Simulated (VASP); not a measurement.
# SiC (F-43m) in VASP: a series of runs

The runs below take SiC through single point, with PBE.

All numbers are computed with VASP 6.6.1; they aren't measurements. Logs are shortened: lines on timing, memory, paths and dates and some standing lists are left out, and cuts for length are marked.

## (1) The cell of the first run

It takes space group F-43m (No. 216, cubic). Conventional cell: a = 4.492 Å, b = 4.492 Å, c = 4.492 Å, α = 90.00°, β = 90.00°, γ = 90.00°. Si (site symmetry -43m) has 4 C at 1.94 Å within 2.6 Å. Within 2.6 Å of C (site symmetry -43m) lie 4 Si at 1.94 Å.

## (2) Single point, PBE (strained)

Contents of INCAR:

```
SYSTEM = SiC
ALGO = Normal
EDIFF = 1E-6
ENCUT = 520
GGA = PE
ISIF = 2
ISMEAR = 0
LASPH = .True.
LCHARG = .False.
LREAL = .False.
LWAVE = .False.
NBANDS = 11
NELM = 60
PREC = Accurate
SIGMA = 0.02
```

Contents of KPOINTS:

```
k-points
0
Gamma
  12 12 12
  0 0 0
```

Contents of POSCAR:

```
SiC
1.0
    0.0000000000      2.2458507000      2.2458507000
    2.2458507000      0.0000000000      2.2458507000
    2.2458507000      2.2458507000      0.0000000000
Si C
1 1
Direct
    0.0000000000      0.0000000000      0.0000000000
    0.7500000000      0.7500000000      0.7500000000
```

Potentials or basis: VASP PAW PBE potentials, release 64 (Si, C).

Command:

```console
$ cat potpaw_PBE.64/Si/POTCAR potpaw_PBE.64/C/POTCAR > POTCAR
$ mpirun -np 1 vasp_std > vasp.out
```

OUTCAR:

```text
SYSTEM = SiC
   EDIFF = 1E-6
   ENCUT = 520
   GGA = PE
   ISIF = 2
   ISMEAR = 0
   LASPH = .True.
   LREAL = .False.
   NELM = 60
   PREC = Accurate

 ion  position               nearest neighbor table
   1  0.000  0.000  0.000-   2 1.94   2 1.94   2 1.94   2 1.94
   2  0.750  0.750  0.750-   1 1.94   1 1.94   1 1.94   1 1.94

  LATTYP: Found a face centered cubic cell.
 ALAT       =     4.4917014000

  Lattice vectors:

 A1 = (   0.0000000000,   2.2458507000,   2.2458507000)
 A2 = (   2.2458507000,   0.0000000000,   2.2458507000)
 A3 = (   2.2458507000,   2.2458507000,   0.0000000000)

Analysis of symmetry for initial positions (statically):
=====================================================================
 Subroutine PRICEL returns:
 Original cell was already a primitive cell.

 Routine SETGRP: Setting up the symmetry group for a
 face centered cubic supercell.

 Subroutine GETGRP returns: Found 24 space group operations
 (whereof 24 operations were pure point group operations)
 out of a pool of 48 trial point group operations.

The static configuration has the point symmetry T_d .

Analysis of symmetry for dynamics (positions and initial velocities):
=====================================================================
 Subroutine PRICEL returns:
 Original cell was already a primitive cell.

 Routine SETGRP: Setting up the symmetry group for a
 face centered cubic supercell.

 Subroutine GETGRP returns: Found 24 space group operations
 (whereof 24 operations were pure point group operations)
 out of a pool of 48 trial point group operations.

The dynamic configuration has the point symmetry T_d .

 Subroutine INISYM returns: Found 24 space group operations
 (whereof 24 operations are pure point group operations),
 and found     1 'primitive' translations

----------------------------------------------------------------------------------------

                                     Primitive cell

  volume of cell :      22.6554

  direct lattice vectors                    reciprocal lattice vectors
     0.000000000  2.245850700  2.245850700    -0.222632787  0.222632787  0.222632787
     2.245850700  0.000000000  2.245850700     0.222632787 -0.222632787  0.222632787
     2.245850700  2.245850700  0.000000000     0.222632787  0.222632787 -0.222632787

  length of vectors
     3.176112519  3.176112519  3.176112519     0.385611298  0.385611298  0.385611298

  position of ions in fractional coordinates (direct lattice)
     0.000000000  0.000000000  0.000000000
     0.750000000  0.750000000  0.750000000

  ion indices of the primitive-cell ions
   primitive index   ion index
                 1           1
                 2           2

----------------------------------------------------------------------------------------

 KPOINTS: k-points

Automatic generation of k-mesh.
 Grid dimensions read from file:
 generate k-points for:   12   12   12

 Generating k-lattice:

  Cartesian coordinates                     Fractional coordinates (reciprocal lattice)
    -0.018552732  0.018552732  0.018552732     0.083333333  0.000000000  0.000000000
     0.018552732 -0.018552732  0.018552732     0.000000000  0.083333333  0.000000000
     0.018552732  0.018552732 -0.018552732     0.000000000  0.000000000  0.083333333

  Length of vectors
     0.032134275  0.032134275  0.032134275

  Shift w.r.t. Gamma in fractional coordinates (k-lattice)
     0.000000000  0.000000000  0.000000000

 Subroutine IBZKPT returns following result:
 ===========================================

 Found     72 irreducible k-points:

 Following reciprocal coordinates:
            Coordinates               Weight
  0.000000  0.000000  0.000000      1.000000
  0.083333  0.000000  0.000000      8.000000
  0.166667  0.000000  0.000000      8.000000
  0.250000  0.000000  0.000000      8.000000
  0.333333  0.000000  0.000000      8.000000
  0.416667  0.000000  0.000000      8.000000
[... 16 lines left out ...]
  0.500000  0.166667  0.000000     24.000000
 -0.416667  0.166667  0.000000     24.000000
 [... further k-points ...]
   k-points           NKPTS =     72   k-points in BZ     NKDIM =     72   number of bands    NBANDS=     11
   number of dos      NEDOS =    301   number of ions     NIONS =      2
   total plane-waves  NPLWV =  13824
   dimension x,y,z NGX =    24 NGY =   24 NGZ =   24
   dimension x,y,z NGXF=    48 NGYF=   48 NGZF=   48
   ions per type =               1   1
   NGX,Y,Z   is equivalent  to a cutoff of  12.56, 12.56, 12.56 a.u.
   NGXF,Y,Z  is equivalent  to a cutoff of  25.12, 25.12, 25.12 a.u.
 SYSTEM =  SiC
   PREC   = accura    normal or accurate (medium, high low for compatibility)
   ISTART =      0    job   : 0-new  1-cont  2-samecut
   ICHARG =      2    charge: 1-file 2-atom 10-const
   ISPIN  =      1    spin polarized calculation?
   LNONCOLLINEAR =      F non collinear calculations
   LSORBIT =      F    spin-orbit coupling
   LASPH  =      T    aspherical Exc in radial PAW
   ENCUT  =  520.0 eV  38.22 Ry    6.18 a.u.   5.91  5.91  5.91*2*pi/ulx,y,z
   NELM   =     60;   NELMIN=  2; NELMDL= -5     # of ELM steps
   EDIFF  = 0.1E-05   stopping-criterion for ELM
   LREAL  =      F    real-space projection
   EDIFFG = 0.1E-04   stopping-criterion for IOM
   NSW    =      0    number of steps for IOM
   IBRION =     -1    ionic relax: 0-MD 1-quasi-New 2-CG
   NFREE  =      0    steps in history (QN), initial steepest desc. (CG)
   ISIF   =      2    stress and relaxation
   ISYM   =      2    0-nonsym 1-usesym 2-fastsym
   POTIM  = 0.5000    time-step for ionic-motion
   TEBEG  =    0.0;   TEEND  =   0.0 temperature during run
   PSTRESS=    0.0 pullay stress
   NELECT =       8.0000    total number of electrons
   NUPDOWN=      -1.0000    fix difference up-down
   EMIN   =  10.00;   EMAX   =-10.00  energy-range for DOS
   EFERMI =   0.00;   METHOD = LEGACY
   ISMEAR =     0;   SIGMA  =   0.02  broadening in eV -4-tet -1-fermi 0-gaus
   EFERMI_NEDOS =   21; number of points for ismear=-14 and -15
   IALGO  =     38    algorithm
   IMIX   =      4    mixing-type and parameters
     AMIX     =   0.40;   BMIX     =  1.00
     AMIX_MAG =   1.60;   BMIX_MAG =  1.00
  volume/ion in A,a.u.               =      11.33        76.44
  Fermi-wavevector in a.u.,A,eV,Ry     =   1.157126  2.186651 18.217389  1.338940
  Thomas-Fermi vector in A             =   2.293740
   LORBIT       =      0    0 simple, 1 ext, 2 COOP (PROOUT), +10 PAW based schemes
   GGA     = PE    functional components
   LHFCALC =     F    Hartree Fock is set to
   AEXX    =    0.0000 exact exchange contribution
   IVDW    =     0    specifies the selected vdW correction
   LEPSILON=     F    determine dielectric tensor
   LRPA    =     F    only Hartree local field effects (RPA)
 non-spin polarized calculation
 Gauss-broadening in eV      SIGMA  =   0.02
  energy-cutoff  :      520.00
  volume of cell :       22.66
 maximum number of plane-waves:       620
   NGX = 11   NGY = 11   NGZ = 11

 number of electron       7.9999999 magnetization

 Free energy of the ion-electron system (eV)
  ---------------------------------------------------
  ext. energy  EPLUGINS =         0.00000000
  ---------------------------------------------------
  free energy    TOTEN  =       -14.98495822 eV

  energy without entropy =      -14.98495822  energy(sigma->0) =      -14.98495822

 E-fermi :   7.3015     XC(G=0): -10.9645

 val. band max:        7.1210509163   @ k =   0.0000   0.0000   0.0000
 cond. band min:       8.5559032048   @ k =   0.5000   0.5000   0.0000
 fundamental gap:      1.4348522884
 Fermi energy:         7.3015173414

 k-point     1 :       0.0000    0.0000    0.0000
  band No.  band energies     occupation
      1      -7.5886      2.00000
      2       7.1211      2.00000
      3       7.1211      2.00000
      4       7.1211      2.00000
      5      12.3016      0.00000
      6      13.8269      0.00000
      7      13.8269      0.00000
      8      13.8269      0.00000
      9      21.1128      0.00000
     10      21.1128      0.00000
     11      22.2444      0.00000

 k-point     2 :       0.0833    0.0000    0.0000
  band No.  band energies     occupation
      1      -7.4624      2.00000
      2       6.3959      2.00000
      3       7.0280      2.00000
      4       7.0280      2.00000
      5      12.6133      0.00000
      6      13.9219      0.00000
      7      13.9929      0.00000
      8      13.9929      0.00000
      9      20.4275      0.00000
     10      20.4275      0.00000
     11      22.5459      0.00000

 k-point     3 :       0.1667    0.0000    0.0000
  band No.  band energies     occupation
      1      -7.0878      2.00000
      2       4.8049      2.00000
      3       6.7982      2.00000
      4       6.7982      2.00000
      5      12.6361      0.00000
      6      14.3316      0.00000
      7      14.3316      0.00000
      8      14.6731      0.00000
      9      19.6881      0.00000
     10      19.6881      0.00000
     11      22.0760      0.00000

 k-point     4 :       0.2500    0.0000    0.0000
  band No.  band energies     occupation
      1      -6.4805      2.00000
      2       2.9816      2.00000
      3       6.5285      2.00000
      4       6.5285      2.00000
      5      12.3164      0.00000
      6      14.4782      0.00000
      7      14.4782      0.00000
      8      15.6903      0.00000
      9      19.7668      0.00000
     10      19.7668      0.00000
     11      21.5057      0.00000
[... 239 lines left out ...]
 k-point    22 :       0.4167    0.1667    0.0000
  band No.  band energies     occupation
      1      -4.9783      2.00000
      2       0.9378      2.00000
      3       4.8670      2.00000
      4       5.3775      2.00000
      5      11.6252      0.00000
      6      14.3654      0.00000
      7      15.8506      0.00000
      8      15.8949      0.00000
      9      19.8258      0.00000
     10      23.5596      0.00000
     11      24.0448      0.00000

 k-point    23 :       0.5000    0.1667    0.0000
  band No.  band energies     occupation
      1      -4.1958      2.00000
      2      -0.2606      2.00000
      3       4.4379      2.00000
      4       5.4481      2.00000
      5      11.6802      0.00000
      6      14.2636      0.00000
      7      15.4835      0.00000
      8      16.9726      0.00000
      9      20.3231      0.00000
     10      23.5214      0.00000
     11      24.3061      0.00000

 k-point    24 :      -0.4167    0.1667    0.0000
  band No.  band energies     occupation
      1      -4.0413      2.00000
      2      -0.4696      2.00000
      3       4.1511      2.00000
      4       5.6679      2.00000
      5      11.9497      0.00000
      6      14.1775      0.00000
      7      15.1959      0.00000
      8      17.4695      0.00000
      9      20.9664      0.00000
     10      21.7703      0.00000
     11      24.2860      0.00000

 [... further k-points ...]

------------------------ aborting loop because EDIFF is reached ----------------------------------------

  FORCE on cell =-STRESS in cart. coord.  units (eV):
  Direction    XX          YY          ZZ          XY          YZ          ZX
  --------------------------------------------------------------------------------------
  -------------------------------------------------------------------------------------
  Total       -1.9624028     -1.9624028     -1.9624028      0.0000000      0.0000000     -0.0000000
  in kB     -138.7797487   -138.7797487   -138.7797487      0.0000000      0.0000000     -0.0000000
  external PRESSURE =    -138.7797487 kB  Pullay stress =       0.0000000 kB

 VOLUME and BASIS-vectors are now :
 -----------------------------------------------------------------------------
  energy-cutoff  :      520.00
  volume of cell :       22.66
      direct lattice vectors                 reciprocal lattice vectors
     0.000000000  2.245850700  2.245850700    -0.222632787  0.222632787  0.222632787
     2.245850700  0.000000000  2.245850700     0.222632787 -0.222632787  0.222632787
     2.245850700  2.245850700  0.000000000     0.222632787  0.222632787 -0.222632787

 POSITION                                       TOTAL-FORCE (eV/Angst)
 -----------------------------------------------------------------------------------
      0.00000      0.00000      0.00000         0.000000      0.000000      0.000000
      3.36878      3.36878      3.36878        -0.000000     -0.000000     -0.000000
 -----------------------------------------------------------------------------------
    total drift:                               -0.000000     -0.000000     -0.000000

  FREE ENERGIE OF THE ION-ELECTRON SYSTEM (eV)
  ---------------------------------------------------
  free  energy   TOTEN  =       -14.9849582203 eV

  energy  without entropy=      -14.9849582203  energy(sigma->0) =      -14.98495822
```

It took 14 s on 1 thread of Intel Xeon 8259CL, shared host; peak memory 0.14 GiB.

Results:

```yaml
Free_energy: -14.9850 eV
Pressure: -13.9 GPa
Band_gap_on_the_k_mesh: 1.43 eV (least direct gap 4.44 eV)
```

Levels at points of the mesh, in eV from the valence-band top:
| k point | band 2 | band 3 | band 4 | band 5 | band 6 | band 7 |
| --- | --- | --- | --- | --- | --- | --- |
| (0.00, 0.00, 0.00) | 0.00 | 0.00 | 0.00 | 5.18 | 6.71 | 6.71 |
| (0.50, 0.00, 0.00) | -8.05 | -1.03 | -1.03 | 4.63 | 6.87 | 6.87 |
| (0.50, 0.50, 0.00) | -7.52 | -3.01 | -3.01 | 1.43 | 4.02 | 13.00 |

Caveat: the cell differs from its parent crystal (strained); the cell stands under tension.

## (3) Single point, PBE

This run uses another cell than the first one: it holds 4 atoms, not 2.

Contents of INCAR:

```
SYSTEM = SiC
ALGO     = Normal         ! electronic algorithm
EDIFF    = 1E-6           ! SCF threshold, eV
ENCUT    = 520            ! plane-wave cutoff, eV
GGA      = PE             ! functional
ISIF     = 2              ! what is computed and relaxed
ISMEAR   = 0              ! smearing method
ISYM     = 0            
LASPH    = .True.         ! aspherical terms in the spheres
LCHARG   = .True.         ! write CHGCAR
LELF     = .True.         ! ELF
LREAL    = .False.        ! projectors in reciprocal space
LVHAR    = .True.       
LWAVE    = .False.        ! write WAVECAR
NBANDS   = 16             ! bands
NELM     = 100            ! most SCF steps
PREC     = Accurate       ! precision mode
SIGMA    = 0.05           ! smearing width, eV
```

Contents of KPOINTS:

```
k-points
0
Gamma
  12 12 10
  0 0 0
```

Contents of POSCAR:

```
SiC
1.0
    0.0000000000     -2.1898641030     -2.1898641030
   -2.1898641030      0.0000000000     -2.1898641030
    2.1898641030      2.1898641030     -4.3797282060
Si C
2 2
Direct
    0.0000000000      0.0000000000      0.0000000000
    0.5000000000      0.5000000000      0.5000000000
    0.3750000000      0.3750000000      0.8750000000
    0.8750000000      0.8750000000      0.3750000000
```

Potentials or basis: VASP PAW PBE potentials, release 64 (Si, C).

Command:

```console
$ cat potpaw_PBE.64/Si/POTCAR potpaw_PBE.64/C/POTCAR > POTCAR
$ mpirun -np 1 vasp_std > vasp.out
```

It took 6.8 min on 1 thread of Intel Xeon 8259CL, shared host; peak memory 0.48 GiB.

It converged, with:

| Property | Result |
| --- | --- |
| Free energy | -30.1219 eV |
| Pressure | -0.1 GPa |
| Band gap on the k mesh | 1.37 eV |

Levels at points of the mesh, in eV from the valence-band top:
| k point | band 4 | band 5 | band 6 | band 7 | band 8 | band 9 | band 10 | band 11 | band 12 | band 13 |
| --- | --- | --- | --- | --- | --- | --- | --- | --- | --- | --- |
| (0.00, 0.00, 0.00) | -1.05 | -1.05 | 0.00 | 0.00 | 0.00 | 5.30 | 6.06 | 7.17 | 7.17 | 7.20 |
| (0.50, 0.00, 0.00) | -7.01 | -3.92 | -3.92 | -2.29 | -2.29 | 3.71 | 3.71 | 7.88 | 7.88 | 10.34 |
| (0.00, 0.50, 0.00) | -7.01 | -3.92 | -3.92 | -2.29 | -2.29 | 3.71 | 3.71 | 7.88 | 7.88 | 10.34 |
| (0.50, 0.50, 0.00) | -7.75 | -3.16 | -3.16 | -1.05 | -1.05 | 1.37 | 4.27 | 5.30 | 7.17 | 7.17 |
| (0.00, 0.00, 0.50) | -4.27 | -0.60 | -0.60 | -0.60 | -0.60 | 5.86 | 5.86 | 7.82 | 7.82 | 7.82 |
| (0.50, 0.00, 0.50) | -7.75 | -3.16 | -3.16 | -1.05 | -1.05 | 1.37 | 4.27 | 5.30 | 7.17 | 7.17 |
| (0.00, 0.50, 0.50) | -7.75 | -3.16 | -3.16 | -1.05 | -1.05 | 1.37 | 4.27 | 5.30 | 7.17 | 7.17 |
| (0.50, 0.50, 0.50) | -7.01 | -3.92 | -3.92 | -2.29 | -2.29 | 3.71 | 3.71 | 7.88 | 7.88 | 10.34 |

A k mesh can miss the band edges.
